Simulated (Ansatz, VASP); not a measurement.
## Sn2PbO3 in VASP and in Ansatz

The input INCAR:

```
PREC = Accurate ; ENCUT = 600
EDIFF = 1E-6 ; ISMEAR = 0
SIGMA = 0.1 ; LREAL = False
LASPH = True ; NELM = 120
ALGO = Normal ; ISIF = 2
LWAVE = False ; LCHARG = False
GGA = PE ; NBANDS = 72
GGA_COMPAT = False
```

KPOINTS

```
regular mesh
0
Gamma
  4 4 1
```

POSCAR

```
Sn2PbO3
1.0
   -3.9662442521      0.0000000000      0.0000000000
    0.0000000000      0.0000000000     -5.2191969350
    0.0000000000    -11.6161768876      0.0000000000
Sn Pb O
4 2 6
Direct
    1.0000000000      0.7934374477      0.1634336487
    0.5000000000      0.2065625523      0.3365663513
    0.0000000000      0.7934374477      0.8365663513
    0.5000000000      0.2065625523      0.6634336487
    1.0000000000      0.7384768858      0.5000000000
    0.5000000000      0.2615231142      0.0000000000
    0.5000000000      0.9848073314      0.5000000000
    0.0000000000      0.0006254248      0.3283553275
    0.5000000000      0.9993745752      0.1716446725
    1.0000000000      0.0151926686      0.0000000000
    0.0000000000      0.0006254248      0.6716446725
    0.5000000000      0.9993745752      0.8283553275
```

Input for Ansatz:

```yaml
crystal:
  lattice:
    - [-3.9662442521, 0.0, 0.0]
    - [0.0, 0.0, -5.219196935]
    - [0.0, -11.6161768876, 0.0]
  atoms:
    - { symbol: Sn, position: [1.0, 0.7934374477, 0.1634336487] }
    - { symbol: Sn, position: [0.5, 0.2065625523, 0.3365663513] }
    - { symbol: Sn, position: [0.0, 0.7934374477, 0.8365663513] }
    - { symbol: Sn, position: [0.5, 0.2065625523, 0.6634336487] }
    - { symbol: Pb, position: [1.0, 0.7384768858, 0.5] }
    - { symbol: Pb, position: [0.5, 0.2615231142, 0.0] }
    - { symbol: O, position: [0.5, 0.9848073314, 0.5] }
    - { symbol: O, position: [0.0, 0.0006254248, 0.3283553275] }
    - { symbol: O, position: [0.5, 0.9993745752, 0.1716446725] }
    - { symbol: O, position: [1.0, 0.0151926686, 0.0] }
    - { symbol: O, position: [0.0, 0.0006254248, 0.6716446725] }
    - { symbol: O, position: [0.5, 0.9993745752, 0.8283553275] }
basis:
  ecutwfc: 420
kpoints:
  mp_grid: { grid: [4, 4, 1] }
hamiltonian:
  xc: pbe
scf:
  occupations: { method: gaussian, width: 0.1 }
  lower_state_search: "off"
output:
  forces: true
  stress: true
  eigenvalues: true
```

Alike in both runs: task single point; functional PBE; k mesh 4 × 4 × 1; occupations gaussian, width 0.1 eV; no spin polarisation.

```csv
,VASP,Ansatz
version,VASP 6.6.1,Ansatz 0.2.0
potentials or method,"VASP PAW PBE potentials, release 64 (Sn_d, Pb_d, O), cutoff 600 eV","scalar-relativistic, plane waves, PAW"
valence electrons in the cell,120,120
```

VASP gave:

| Quantity | Value |
| --- | --- |
| gap on the k mesh at the Fermi level (eV) | 1.62 |
| least direct gap on the mesh (eV) | 1.97 |
| pressure (GPa) | 0.1 |
| traceless stress, the component that is largest in VASP (GPa) | 0.11 |
| rms of the force components (eV/Å) | 0.033 |

Problem. Which values does Ansatz return?

Solution. gap on the k mesh at the Fermi level (eV): 1.62; least direct gap on the mesh (eV): 2.00; pressure (GPa): 0.0; traceless stress, the component that is largest in VASP (GPa): 0.10; rms of the force components (eV/Å): 0.012.

Atom by atom the forces differ by 0.027 eV/Å (rms over components).

The k mesh is coarse, so the values compare programs but aren't converged. Spin-orbit coupling is off throughout.
